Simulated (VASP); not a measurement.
**CdI2: relaxation of cell and atoms with r2SCAN**

The system is CdI2.

```xyz
3
Lattice="4.2585 0.0000 0.0000 -2.1292 3.6880 0.0000 0.0000 0.0000 7.1729" Properties=species:S:1:pos:R:3 pbc="T T T"
Cd    0.0000    0.0000    0.0000
I     0.0000    2.4586    1.7059
I     2.1292    1.2293    5.4670
```

```yaml
Program: VASP 6.6.1
Task: relaxation of cell and atoms
Functional: r2SCAN
Potentials_or_basis: VASP PAW PBE potentials, release 64 (Cd, I)
Cutoff: 550 eV
k_mesh: 6 × 6 × 4
Occupations: gaussian, width 0.02 eV
Spin: no spin polarisation
Target_pressure: 2 GPa
Dipole_correction: no
Further_INCAR_settings: ALGO = Normal; EDIFF = 1e-07; IBRION = 2; EDIFFG = -0.008; NSW = 70; ISIF = 3
```

```json
{"Relaxed volume": "34.21 Å³/atom", "Relaxed cell": "a = 4.206 Å, b = 4.206 Å, c = 6.698 Å, α = 90.00°, β = 90.00°, γ = 120.00°", "Space group after relaxing (to 0.1 Å)": "P-3m1 (No. 164)", "Energy change on relaxing (the run minimises the enthalpy)": "+18.2 meV/atom", "Ionic steps": "12", "Pressure after relaxing": "2.0 GPa", "Largest force after relaxing": "0.004 eV/Å", "Band gap on the k mesh": "2.80 eV (least direct gap 3.18 eV)"}
```

Forces in eV/Å, atoms in the order of the input:
```
Cd   0.000  0.000  0.000
I    0.000  0.000  0.004
I    0.000  0.000 -0.004
```

The path:
```csv
step,energy change (eV),largest force (eV/Å),pressure (GPa),volume (Å³)
1,0.0000,0.1353,0.76,112.65
2,0.0403,0.3805,2.30,107.96
3,0.0359,0.3614,2.17,108.30
4,0.0357,0.3103,2.17,107.31
5,0.0462,0.1481,2.22,104.39
6,0.1320,0.2471,2.73,98.66
7,0.0631,0.0509,2.36,102.54
8,0.0688,0.0192,2.39,102.07
9,0.0413,0.1250,1.33,104.05
10,0.0492,0.0716,1.72,103.29
11,0.0563,0.0177,2.06,102.51
12,0.0546,0.0040,2.01,102.63
```

Final structure:
```
CELL_PARAMETERS angstrom
4.20629 0.00000 0.00000
-2.10315 3.64276 0.00000
0.00000 0.00000 6.69794
ATOMIC_POSITIONS crystal
Cd 0.00000 0.00000 0.00000
I 0.33333 0.66667 0.25713
I 0.66667 0.33333 0.74287
```

Levels at points of the mesh, in eV from the valence-band top:
```tsv
k point	band 9	band 10	band 11	band 12	band 13	band 14	band 15	band 16	band 17
(0.00, 0.00, 0.00)	-0.31	-0.31	-0.21	-0.21	-0.08	3.11	5.03	6.94	6.94
(0.50, 0.00, 0.00)	-2.87	-2.22	-1.64	-0.83	-0.13	3.12	5.56	6.19	6.96
(0.00, 0.00, 0.50)	-1.84	-0.49	-0.49	0.00	0.00	4.31	5.14	6.66	6.66
(0.50, 0.00, 0.50)	-3.45	-1.35	-1.23	-0.57	-0.55	2.80	5.35	6.26	7.07
```

Wall time 20 min on 1 thread of Intel(R) Xeon(R) 6975P-C (Granite Rapids) (shared host), peak memory 0.32 GiB.

Caveat: the cell is relaxed towards a set pressure, so the run minimises the enthalpy, not the energy; the PAW data sets were made with another functional, which shifts forces and pressure a little; spin-orbit coupling is left out, which moves the levels of the heavy elements. A k mesh can miss the band edges.
